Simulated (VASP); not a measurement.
Set up this calculation in VASP 6.6.1, as the native input.

```yaml
Task: single point
Functional: PBE
Potentials_or_basis: VASP PAW PBE potentials, release 64 (Zn, O)
Cutoff: 520 eV
k_mesh: 9 × 9 × 6
Occupations: gaussian, width 0.02 eV
Spin: no spin polarisation
Dipole_correction: no
Further_INCAR_settings: ALGO = Normal; EDIFF = 1e-06; NBANDS = 26
```

The structure of ZnO lies in POSCAR:

```
ZnO
1.0
    3.3439684217      0.0000000000      0.0000000000
   -1.6719842108      2.8959616026      0.0000000000
    0.0000000000      0.0000000000      5.3969672137
Zn O
2 2
Direct
    0.3333333333      0.6666666667      0.8104565264
    0.6666666667      0.3333333333      0.3104565264
    0.6666666667      0.3333333333      0.6895524379
    0.3333333333      0.6666666667      0.1895524379
```

One way to write it, as run:

INCAR

```
SYSTEM = ZnO
ALGO = Normal
EDIFF = 1E-6
ENCUT = 520
GGA = PE
ISIF = 2
ISMEAR = 0
LASPH = .True.
LCHARG = .False.
LREAL = .False.
LWAVE = .False.
NBANDS = 26
NELM = 60
PREC = Accurate
SIGMA = 0.02
```

KPOINTS

```
k-points
0
Gamma
  9 9 6
  0 0 0
```

Potentials or basis: VASP PAW PBE potentials, release 64 (Zn, O).

Command:

```console
$ cat potpaw_PBE.64/Zn/POTCAR potpaw_PBE.64/O/POTCAR > POTCAR
$ mpirun -np 1 vasp_std > vasp.out
```

Results of the run:

```
Pressure               : -5.9 GPa
Band gap on the k mesh : 0.64 eV
```

Caveat: the cell stands under tension.

Run time: 68 s on 1 thread of Intel(R) Xeon(R) 6975P-C (Granite Rapids) (shared host), peak memory 0.2 GiB.
